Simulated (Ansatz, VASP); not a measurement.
Bi3Mo in VASP and in Ansatz

Contents of INCAR:

```
PREC = Accurate ; ENCUT = 520
EDIFF = 1E-6 ; ISMEAR = 0
SIGMA = 0.1 ; LREAL = False
LASPH = True ; NELM = 150
ALGO = Fast ; ISIF = 2
LWAVE = False ; LCHARG = False
ISPIN = 2 ; MAGMOM = 0 0 0 1
LORBIT = 11 ; LMAXMIX = 4
GGA = PE ; NBANDS = 42
```

KPOINTS

```
Automatic mesh
0
Gamma
  4 4 4
```

POSCAR

```
Bi3Mo
1.0
    4.7387131346      0.0000000000      0.0000000000
    0.0000000000      4.7387131346      0.0000000000
    0.0000000000      0.0000000000      4.7387131346
Bi Mo
3 1
Direct
    0.0000000000      0.5000000000      0.5000000000
    0.5000000000      0.0000000000      0.5000000000
    0.5000000000      0.5000000000      0.0000000000
    0.0000000000      0.0000000000      0.0000000000
```

Input for Ansatz:

```yaml
crystal:
  lattice:
    - [4.7387131346, 0.0, 0.0]
    - [0.0, 4.7387131346, 0.0]
    - [0.0, 0.0, 4.7387131346]
  atoms:
    - { symbol: Bi, position: [0.0, 0.5, 0.5] }
    - { symbol: Bi, position: [0.5, 0.0, 0.5] }
    - { symbol: Bi, position: [0.5, 0.5, 0.0] }
    - { symbol: Mo, position: [0.0, 0.0, 0.0], spin: 1.0 }
basis:
  ecutwfc: 420
kpoints:
  mp_grid: { grid: [4, 4, 4] }
hamiltonian:
  xc: pbe
scf:
  occupations: { method: gaussian, width: 0.1 }
  lower_state_search: "off"
output:
  forces: true
  stress: true
  eigenvalues: true
  populations: true
magnetization:
  spin_polarized: true
```

Change from the starting cell: species swapped into the Dy3Al type (Pm-3m, No. 221).

Alike in both runs: task single point; functional PBE; k mesh 4 × 4 × 4; occupations gaussian, width 0.1 eV; collinear spin.

```csv
,VASP,Ansatz
version,VASP 6.6.1,Ansatz 0.2.0
potentials or method,"VASP PAW PBE potentials, release 64 (Bi_d, Mo_sv), cutoff 520 eV","scalar-relativistic, plane waves, PAW"
valence electrons in the cell,59,59
```

|  | VASP | Ansatz | Ansatz less VASP |
| --- | --- | --- | --- |
| gap on the k mesh at the Fermi level (eV) | none | none | - |
| pressure (GPa) | 2.8 | 2.8 | +0.04 |
| net moment per atom (μB) | 0.76 | 0.76 | 0.000 |
| size of the moment on the site where the two differ most (μB) | 2.76 | 2.92 | +0.160 |

Site moments also hang on the region over which each program counts them. A gap of «none» marks a metal or a gap that the smearing closes.

Neither program's run includes spin-orbit coupling.
